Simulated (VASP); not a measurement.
Set up this calculation in VASP 6.6.1, as the native input.

```
Task                   : single point
Functional             : PBE
Potentials or basis    : VASP PAW PBE potentials, release 64 (Zn, Cd, Se, S)
Cutoff                 : 520 eV
k mesh                 : 8 × 8 × 8
Occupations            : gaussian, width 0.1 eV
Spin                   : no spin polarisation
Dipole correction      : no
Further INCAR settings : ALGO = Normal; EDIFF = 1e-06; NBANDS = 36
```

The structure of ZnCd2Se2S lies in POSCAR:

```
ZnCd2Se2S
1.0
    5.2225367558      0.0000000000      0.0000000000
    0.0000000000      5.2225367558      0.0000000000
    0.0000000000      0.0000000000      5.5326610328
Zn Cd Se S
1 2 2 1
Direct
    0.0000000000      0.0000000000      0.5000000000
    0.0000000000      0.5000000000      0.0000000000
    0.5000000000      0.0000000000      0.0000000000
    0.5000000000      0.5000000000      0.2638297844
    0.5000000000      0.5000000000      0.7361702156
    0.0000000000      0.0000000000      0.0000000000
```

The cell was built from a structure type or drawn by symmetry, and may not be a known phase.

These files were run (other wordings do the same):

INCAR

```
PREC     = Accurate       # precision mode
ENCUT    = 520            # plane-wave cutoff, eV
EDIFF    = 1E-6           # SCF threshold, eV
ISMEAR   = 0              # smearing method
SIGMA    = 0.1            # smearing width, eV
LREAL    = F              # projectors in reciprocal space
LASPH    = T              # aspherical terms in the spheres
NELM     = 100            # most SCF steps
ALGO     = Normal         # electronic algorithm
ISIF     = 2              # what is computed and relaxed
LWAVE    = F              # write WAVECAR
LCHARG   = F              # write CHGCAR
GGA      = PE             # functional
NBANDS   = 36             # bands
```

KPOINTS

```
regular mesh
0
Gamma
  8 8 8
```

Potentials or basis: VASP PAW PBE potentials, release 64 (Zn, Cd, Se, S).

Launch:

```sh
$ cat potpaw_PBE.64/Zn/POTCAR potpaw_PBE.64/Cd/POTCAR potpaw_PBE.64/Se/POTCAR potpaw_PBE.64/S/POTCAR > POTCAR
$ mpirun -np 1 vasp_std > vasp.out
```

Results of the run:

| Property | Result |
| --- | --- |
| Pressure | 0.2 GPa |
| Largest force | 0.018 eV/Å |
| Band gap on the k mesh | zero (bands 27 and 28 overlap by 1.18 eV) |

Run time: 4.9 min on 1 thread of Intel(R) Xeon(R) Platinum 8375C CPU @ 2.90GHz (Ice Lake), on a shared host, peak memory 0.52 GiB.
